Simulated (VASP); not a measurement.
**HPt6: single point with PBE**

Slab: HPt6, a slab with vacuum.

```xyz
14
Lattice="5.6143 0.0000 0.0000 -2.8072 4.8622 0.0000 0.0000 0.0000 22.6193" Properties=species:S:1:pos:R:3 pbc="T T T"
Pt    1.4036    0.8104    4.0000
Pt    0.0000    3.2414    4.0000
Pt    4.2107    0.8104    4.0000
Pt    2.8072    3.2414    4.0000
Pt    0.0000    1.6207    6.3097
Pt   -1.4036    4.0518    6.3097
Pt    2.8072    1.6207    6.3097
Pt    1.4036    4.0518    6.3097
Pt    0.0000    0.0000    8.6193
Pt   -1.4036    2.4311    8.6193
Pt    2.8072    0.0000    8.6193
Pt    1.4036    2.4311    8.6193
H     0.0000    1.9716    9.3893
H     0.0000    2.8906    9.3893
```

```json
{
 "Program": "VASP 6.6.1",
 "Task": "single point",
 "Functional": "PBE",
 "Potentials or basis": "VASP PAW PBE potentials, release 64 (Pt, H)",
 "Cutoff": "520 eV",
 "k mesh": "6 × 6 × 1",
 "Occupations": "gaussian, width 0.1 eV",
 "Spin": "no spin polarisation"
}
```

```yaml
Largest_force: 3.658 eV/Å
Band_gap_on_the_k_mesh: zero (band 61 reaches -0.32 eV, above the bottom of band 62 at -0.95 eV)
```

Forces in eV/Å, atoms in the order of the input:
```
Pt   0.023  0.004 -0.122
Pt   0.000  0.022 -0.006
Pt  -0.023  0.004 -0.122
Pt   0.000 -0.030  0.081
Pt   0.000 -0.103 -0.455
Pt  -0.022  0.113 -0.197
Pt   0.000 -0.078  0.069
Pt   0.022  0.113 -0.197
Pt   0.000 -0.581 -0.134
Pt  -3.088 -0.082 -0.922
Pt   0.000  0.671 -0.277
Pt   3.088 -0.082 -0.922
H    0.000 -3.262  1.604
H    0.000  3.290  1.599
```

Levels at points of the mesh, in eV from the Fermi level:
| k point | band 59 | band 60 | band 61 | band 62 | band 63 | band 64 |
| --- | --- | --- | --- | --- | --- | --- |
| (0.00, 0.00, 0.00) | 0.28 | 0.33 | 0.37 | 0.59 | 0.60 | 0.61 |
| (0.50, 0.00, 0.00) | -0.24 | -0.16 | -0.03 | 0.01 | 0.22 | 0.26 |
| (0.00, 0.50, 0.00) | -0.30 | -0.13 | -0.10 | 0.05 | 0.23 | 0.25 |

It took 31 min on 1 thread of Intel(R) Xeon(R) Platinum 8488C (Sapphire Rapids) (shared host), peak memory 0.88 GiB.

Caveat: spin-orbit coupling is left out, which moves the levels of the heavy elements.
